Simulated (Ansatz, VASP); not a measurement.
# One calculation of Zn, two programs

File INCAR:

```
  PREC = Accurate
  ENCUT = 520
  EDIFF = 1E-6
  ISMEAR = -1
  SIGMA = 0.05
  LREAL = False
  LASPH = True
  NELM = 100
  ALGO = Normal
  ISIF = 2
  LWAVE = False
  LCHARG = False
  GGA = RP
  NBANDS = 12
```

File KPOINTS:

```
regular mesh
0
Gamma
  12 12 12
```

File POSCAR:

```
Zn
1.0
   -1.5690370000      1.5690370000      1.5690370000
    1.5690370000     -1.5690370000      1.5690370000
    1.5690370000      1.5690370000     -1.5690370000
Zn
1
Direct
    0.0000000000      0.0000000000      0.0000000000
```

The input input.yaml:

```yaml
crystal:
  lattice:
    - [-1.569037, 1.569037, 1.569037]
    - [1.569037, -1.569037, 1.569037]
    - [1.569037, 1.569037, -1.569037]
  atoms:
    - { symbol: Zn, position: [0.0, 0.0, 0.0] }
hamiltonian:
  xc: rpbe
  pseudopotentials: { kind: paw }
kpoints:
  mp_grid: { grid: [12, 12, 12] }
  band_path:
    path:
      - [[0.0, 0.0, 0.0], [0.5, -0.5, 0.5], [0.0, 0.0, 0.5], [0.0, 0.0, 0.0], [0.25, 0.25, 0.25], [0.5, -0.5, 0.5]]
      - [[0.25, 0.25, 0.25], [0.0, 0.0, 0.5]]
    npoints: 14
scf:
  occupations: { method: fermi_dirac, width: 0.05 }
  n_extra_bands: 6
output:
  forces: true
  stress: true
  eigenvalues: true
  fatbands: false
```

Alike in both runs: functional RPBE; k mesh 12 × 12 × 12; occupations fermi-dirac, width 0.05 eV; no spin polarisation.

|  | VASP | Ansatz |
| --- | --- | --- |
| version | VASP 6.6.1 | Ansatz 0.2.0 |
| potentials or method | VASP PAW PBE potentials, release 64 (Zn) | Ansatz PAW |
| plane-wave cutoff (eV) | 520 | 420 |
| valence electrons in the cell | 12 | 12 |
| task | single point | band structure |

|  | VASP | Ansatz | Ansatz less VASP |
| --- | --- | --- | --- |
| gap on the k mesh at the Fermi level (eV) | none | none | - |
| pressure (GPa) | 2.8 | 2.5 | -0.23 |

VASP's potentials were made for PBE, not for RPBE. A gap of «none» marks a metal or a gap that the smearing closes. With one functional, cell and mesh, what is left measures potentials, basis and numerics.
